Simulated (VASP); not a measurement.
# Sc2PdF6 (Fm-3m) in VASP: single point with PBE

Aim: the single point of Sc2PdF6 with PBE.

Program: VASP 6.6.1. These are calculated values, not measurements. Logs are shortened: lines on timing, memory, paths and dates and some standing lists are left out, and cuts for length are marked.

### Step 1. The cell of the first run

The structure is cubic, space group Fm-3m (No. 225). The conventional cell has a = 7.621 Å, b = 7.621 Å, c = 7.621 Å, α = 90.00°, β = 90.00°, γ = 90.00°. Within 3.6 Å of Sc (site symmetry -43m) lie 12 F at 2.69 Å and 4 Pd at 3.30 Å. Pd (site symmetry m-3m) has 6 F at 1.91 Å within 2.5 Å. F (site symmetry 4mm) has 1 Pd at 1.91 Å within 2.5 Å.

### Step 2. Single point, PBE

The input, INCAR:

```
PREC     = Accurate       # precision mode
ENCUT    = 520            # plane-wave cutoff, eV
EDIFF    = 1E-6           # SCF threshold, eV
ISMEAR   = 0              # smearing method
SIGMA    = 0.1            # smearing width, eV
LREAL    = F              # projectors in reciprocal space
LASPH    = T              # aspherical terms in the spheres
NELM     = 100            # most SCF steps
ALGO     = Normal         # electronic algorithm
ISIF     = 2              # what is computed and relaxed
LWAVE    = F              # write WAVECAR
LCHARG   = F              # write CHGCAR
GGA      = PE             # functional
NBANDS   = 47             # bands
```

The input, KPOINTS:

```
regular mesh
0
Gamma
  4 4 4
```

The input, POSCAR:

```
Sc2PdF6
1.0
    0.0000000000      3.8105962000      3.8105962000
    3.8105962000      0.0000000000      3.8105962000
    3.8105962000      3.8105962000      0.0000000000
Sc Pd F
2 1 6
Direct
    0.2500000000      0.2500000000      0.2500000000
    0.7500000000      0.7500000000      0.7500000000
    0.0000000000      0.0000000000      0.0000000000
    0.7500000000      0.2500000000      0.2500000000
    0.2500000000      0.7500000000      0.7500000000
    0.2500000000      0.7500000000      0.2500000000
    0.7500000000      0.2500000000      0.7500000000
    0.2500000000      0.2500000000      0.7500000000
    0.7500000000      0.7500000000      0.2500000000
```

Potentials or basis: VASP PAW PBE potentials, release 64 (Sc_sv, Pd, F).

Launch:

```
$ cat potpaw_PBE.64/Sc_sv/POTCAR potpaw_PBE.64/Pd/POTCAR potpaw_PBE.64/F/POTCAR > POTCAR
$ mpirun -np 1 vasp_std > vasp.out
```

OUTCAR:

```text
PREC = Accurate
   ENCUT = 520
   EDIFF = 1E-6
   ISMEAR = 0
   LREAL = F
   LASPH = T
   NELM = 100
   ISIF = 2
   GGA = PE

 ion  position               nearest neighbor table
   1  0.250  0.250  0.250-   3 3.30   3 3.30   3 3.30   3 3.30
   2  0.750  0.750  0.750-   3 3.30   3 3.30   3 3.30   3 3.30
   3  0.000  0.000  0.000-   4 1.91   5 1.91   6 1.91   7 1.91   8 1.91   9 1.91   1 3.30   2 3.30
                             2 3.30   2 3.30   2 3.30   1 3.30   1 3.30   1 3.30
   4  0.750  0.250  0.250-   3 1.91
   5  0.250  0.750  0.750-   3 1.91
   6  0.250  0.750  0.250-   3 1.91
   7  0.750  0.250  0.750-   3 1.91
   8  0.250  0.250  0.750-   3 1.91
   9  0.750  0.750  0.250-   3 1.91

  LATTYP: Found a face centered cubic cell.
 ALAT       =     7.6211924000

  Lattice vectors:

 A1 = (   0.0000000000,   3.8105962000,   3.8105962000)
 A2 = (   3.8105962000,   0.0000000000,   3.8105962000)
 A3 = (   3.8105962000,   3.8105962000,   0.0000000000)

Analysis of symmetry for initial positions (statically):
=====================================================================
 Subroutine PRICEL returns:
 Original cell was already a primitive cell.

 Routine SETGRP: Setting up the symmetry group for a
 face centered cubic supercell.

 Subroutine GETGRP returns: Found 48 space group operations
[... 9 lines left out ...]

 Routine SETGRP: Setting up the symmetry group for a
 face centered cubic supercell.

 Subroutine GETGRP returns: Found 48 space group operations
[... 11 lines left out ...]
                                     Primitive cell

  volume of cell :     110.6646

  direct lattice vectors                    reciprocal lattice vectors
     0.000000000  3.810596200  3.810596200    -0.131213063  0.131213063  0.131213063
     3.810596200  0.000000000  3.810596200     0.131213063 -0.131213063  0.131213063
     3.810596200  3.810596200  0.000000000     0.131213063  0.131213063 -0.131213063

  length of vectors
     5.388996827  5.388996827  5.388996827     0.227267692  0.227267692  0.227267692

  position of ions in fractional coordinates (direct lattice)
     0.250000000  0.250000000  0.250000000
     0.750000000  0.750000000  0.750000000
     0.000000000  0.000000000  0.000000000
     0.750000000  0.250000000  0.250000000
     0.250000000  0.750000000  0.750000000
     0.250000000  0.750000000  0.250000000
     0.750000000  0.250000000  0.750000000
     0.250000000  0.250000000  0.750000000
     0.750000000  0.750000000  0.250000000

  ion indices of the primitive-cell ions
   primitive index   ion index
                 1           1
                 2           2
                 3           3
                 4           4
                 5           5
                 6           6
                 7           7
                 8           8
                 9           9

----------------------------------------------------------------------------------------

 KPOINTS: regular mesh

Automatic generation of k-mesh.
 Grid dimensions read from file:
 generate k-points for:    4    4    4

 Generating k-lattice:

  Cartesian coordinates                     Fractional coordinates (reciprocal lattice)
    -0.032803266  0.032803266  0.032803266     0.250000000  0.000000000  0.000000000
     0.032803266 -0.032803266  0.032803266     0.000000000  0.250000000  0.000000000
     0.032803266  0.032803266 -0.032803266     0.000000000  0.000000000  0.250000000

  Length of vectors
     0.056816923  0.056816923  0.056816923

  Shift w.r.t. Gamma in fractional coordinates (k-lattice)
     0.000000000  0.000000000  0.000000000

 Subroutine IBZKPT returns following result:
 ===========================================

 Found      8 irreducible k-points:

 Following reciprocal coordinates:
            Coordinates               Weight
  0.000000  0.000000  0.000000      1.000000
  0.250000  0.000000  0.000000      8.000000
  0.500000  0.000000  0.000000      4.000000
  0.250000  0.250000  0.000000      6.000000
  0.500000  0.250000  0.000000     24.000000
 -0.250000  0.250000  0.000000     12.000000
  0.500000  0.500000  0.000000      3.000000
 -0.250000  0.500000  0.250000      6.000000
   k-points           NKPTS =      8   k-points in BZ     NKDIM =      8   number of bands    NBANDS=     47
   number of dos      NEDOS =    301   number of ions     NIONS =      9
   total plane-waves  NPLWV =  64000
   dimension x,y,z NGX =    40 NGY =   40 NGZ =   40
   dimension x,y,z NGXF=    80 NGYF=   80 NGZF=   80
   ions per type =               2   1   6
   NGX,Y,Z   is equivalent  to a cutoff of  12.34, 12.34, 12.34 a.u.
   NGXF,Y,Z  is equivalent  to a cutoff of  24.68, 24.68, 24.68 a.u.
 SYSTEM =  unknown system
   PREC   = accura    normal or accurate (medium, high low for compatibility)
   ISTART =      0    job   : 0-new  1-cont  2-samecut
   ICHARG =      2    charge: 1-file 2-atom 10-const
   ISPIN  =      1    spin polarized calculation?
   LNONCOLLINEAR =      F non collinear calculations
   LSORBIT =      F    spin-orbit coupling
   LASPH  =      T    aspherical Exc in radial PAW
   ENCUT  =  520.0 eV  38.22 Ry    6.18 a.u.  10.02 10.02 10.02*2*pi/ulx,y,z
   NELM   =    100;   NELMIN=  2; NELMDL= -5     # of ELM steps
   EDIFF  = 0.1E-05   stopping-criterion for ELM
   LREAL  =      F    real-space projection
   EDIFFG = 0.1E-04   stopping-criterion for IOM
   NSW    =      0    number of steps for IOM
   IBRION =     -1    ionic relax: 0-MD 1-quasi-New 2-CG
   NFREE  =      0    steps in history (QN), initial steepest desc. (CG)
   ISIF   =      2    stress and relaxation
   ISYM   =      2    0-nonsym 1-usesym 2-fastsym
   POTIM  = 0.5000    time-step for ionic-motion
   TEBEG  =    0.0;   TEEND  =   0.0 temperature during run
   PSTRESS=    0.0 pullay stress
   NELECT =      74.0000    total number of electrons
   NUPDOWN=      -1.0000    fix difference up-down
   EMIN   =  10.00;   EMAX   =-10.00  energy-range for DOS
   EFERMI =   0.00;   METHOD = LEGACY
   ISMEAR =     0;   SIGMA  =   0.10  broadening in eV -4-tet -1-fermi 0-gaus
   EFERMI_NEDOS =   21; number of points for ismear=-14 and -15
   IALGO  =     38    algorithm
   IMIX   =      4    mixing-type and parameters
     AMIX     =   0.40;   BMIX     =  1.00
     AMIX_MAG =   1.60;   BMIX_MAG =  1.00
  volume/ion in A,a.u.               =      12.30        82.98
  Fermi-wavevector in a.u.,A,eV,Ry     =   1.431581  2.705295 27.884094  2.049423
  Thomas-Fermi vector in A             =   2.551302
   LORBIT       =      0    0 simple, 1 ext, 2 COOP (PROOUT), +10 PAW based schemes
   GGA     = PE    functional components
   LHFCALC =     F    Hartree Fock is set to
   AEXX    =    0.0000 exact exchange contribution
   IVDW    =     0    specifies the selected vdW correction
   LEPSILON=     F    determine dielectric tensor
   LRPA    =     F    only Hartree local field effects (RPA)
 non-spin polarized calculation
 Gauss-broadening in eV      SIGMA  =   0.10
  energy-cutoff  :      520.00
  volume of cell :      110.66
 maximum number of plane-waves:      2998
   NGX = 21   NGY = 21   NGZ = 21

 number of electron      74.0000019 magnetization

 Free energy of the ion-electron system (eV)
  ---------------------------------------------------
  ext. energy  EPLUGINS =         0.00000000
  ---------------------------------------------------
  free energy    TOTEN  =       -42.96693976 eV

  energy without entropy =      -42.88001484  energy(sigma->0) =      -42.92347730

 E-fermi :   6.2689     XC(G=0): -10.6004

 val. band max:        6.2505860779   @ k =  -0.2500   0.2500   0.0000
 cond. band min:       6.2778960217   @ k =   0.5000   0.2500   0.0000
 fundamental gap:      0.0273099438
 Fermi energy:         6.2689103183

 k-point     1 :       0.0000    0.0000    0.0000
  band No.  band energies     occupation
      1     -45.5286      2.00000
      2     -45.5207      2.00000
      3     -24.1613      2.00000
      4     -24.1613      2.00000
      5     -24.1613      2.00000
      6     -24.1264      2.00000
[... 39 lines left out ...]
     46       6.8005      0.00000
     47       7.0856      0.00000

 k-point     2 :       0.2500    0.0000    0.0000
  band No.  band energies     occupation
      1     -45.5274      2.00000
      2     -45.5218      2.00000
      3     -24.1658      2.00000
      4     -24.1585      2.00000
      5     -24.1585      2.00000
      6     -24.1429      2.00000
[... 39 lines left out ...]
     46       7.0174      0.00000
     47       7.0174      0.00000

 k-point     3 :       0.5000    0.0000    0.0000
  band No.  band energies     occupation
      1     -45.5246      2.00000
      2     -45.5246      2.00000
      3     -24.1666      2.00000
      4     -24.1628      2.00000
      5     -24.1486      2.00000
      6     -24.1486      2.00000
[... 39 lines left out ...]
     46       7.0775      0.00000
     47       7.0775      0.00000

 k-point     4 :       0.2500    0.2500    0.0000
  band No.  band energies     occupation
      1     -45.5272      2.00000
      2     -45.5220      2.00000
      3     -24.1728      2.00000
      4     -24.1728      2.00000
      5     -24.1702      2.00000
      6     -24.1391      2.00000
[... 39 lines left out ...]
     46       7.0134      0.00000
     47       7.0338      0.00000

 k-point     5 :       0.5000    0.2500    0.0000
  band No.  band energies     occupation
      1     -45.5255      2.00000
      2     -45.5236      2.00000
      3     -24.1937      2.00000
      4     -24.1788      2.00000
      5     -24.1728      2.00000
      6     -24.1332      2.00000
[... 39 lines left out ...]
     46       7.1013      0.00000
     47       7.1656      0.00000

 k-point     6 :      -0.2500    0.2500    0.0000
  band No.  band energies     occupation
      1     -45.5259      2.00000
      2     -45.5233      2.00000
      3     -24.1859      2.00000
      4     -24.1677      2.00000
      5     -24.1554      2.00000
      6     -24.1507      2.00000
[... 39 lines left out ...]
     46       7.0125      0.00000
     47       7.1147      0.00000

 k-point     7 :       0.5000    0.5000    0.0000
  band No.  band energies     occupation
      1     -45.5258      2.00000
      2     -45.5232      2.00000
      3     -24.2129      2.00000
      4     -24.1841      2.00000
      5     -24.1841      2.00000
      6     -24.1216      2.00000
[... 39 lines left out ...]
     46       7.2300      0.00000
     47       7.2523      0.00000

 k-point     8 :      -0.2500    0.5000    0.2500
  band No.  band energies     occupation
      1     -45.5245      2.00000
      2     -45.5245      2.00000
      3     -24.2005      2.00000
      4     -24.1967      2.00000
      5     -24.1531      2.00000
      6     -24.1531      2.00000
[... 39 lines left out ...]
     46       7.2284      0.00000
     47       7.2284      0.00000

------------------------ aborting loop because EDIFF is reached ----------------------------------------

  FORCE on cell =-STRESS in cart. coord.  units (eV):
  Direction    XX          YY          ZZ          XY          YZ          ZX
  --------------------------------------------------------------------------------------
  -------------------------------------------------------------------------------------
  Total       13.5571155     13.5571155     13.5571155     -0.0000000      0.0000000     -0.0000000
  in kB      196.2768564    196.2768564    196.2768564     -0.0000000      0.0000000     -0.0000000
  external PRESSURE =     196.2768564 kB  Pullay stress =       0.0000000 kB

 VOLUME and BASIS-vectors are now :
 -----------------------------------------------------------------------------
  energy-cutoff  :      520.00
  volume of cell :      110.66
      direct lattice vectors                 reciprocal lattice vectors
     0.000000000  3.810596200  3.810596200    -0.131213063  0.131213063  0.131213063
     3.810596200  0.000000000  3.810596200     0.131213063 -0.131213063  0.131213063
     3.810596200  3.810596200  0.000000000     0.131213063  0.131213063 -0.131213063

 POSITION                                       TOTAL-FORCE (eV/Angst)
 -----------------------------------------------------------------------------------
      1.90530      1.90530      1.90530         0.000000      0.000000      0.000000
      5.71589      5.71589      5.71589         0.000000     -0.000000      0.000000
      0.00000      0.00000      0.00000         0.000000      0.000000     -0.000000
      1.90530      3.81060      3.81060         4.071290      0.000000      0.000000
      5.71589      3.81060      3.81060        -4.071290      0.000000      0.000000
      3.81060      1.90530      3.81060         0.000000      4.071290      0.000000
      3.81060      5.71589      3.81060         0.000000     -4.071290      0.000000
      3.81060      3.81060      1.90530         0.000000      0.000000      4.071290
      3.81060      3.81060      5.71589         0.000000      0.000000     -4.071290
 -----------------------------------------------------------------------------------
    total drift:                               -0.000000      0.000000      0.000000

  FREE ENERGIE OF THE ION-ELECTRON SYSTEM (eV)
  ---------------------------------------------------
  free  energy   TOTEN  =       -42.9669397568 eV

  energy  without entropy=      -42.8800148354  energy(sigma->0) =      -42.92347730
```

Wall time 66 s (1 thread of Intel Xeon Platinum 8375C at 2.90GHz (Ice Lake), shared host); peak memory 0.25 GiB.

Results:

```
Free energy            : -42.9669 eV
Pressure               : 19.6 GPa
Band gap on the k mesh : zero (band 37 reaches 6.36 eV, above the bottom of band 38 at 5.72 eV)
```

Levels at points of the mesh, in eV from the Fermi level:
```
           k point  band 34  band 35  band 36  band 37  band 38  band 39  band 40  band 41
(0.00, 0.00, 0.00)    -3.34    -3.34    -0.83    -0.83    -0.55     0.01     0.01     0.01
(0.50, 0.00, 0.00)    -3.12    -3.12    -0.05    -0.05     0.10     0.10     0.24     0.24
(0.50, 0.50, 0.00)    -2.88    -2.88    -0.54     0.02     0.06     0.25     0.32     0.36
```
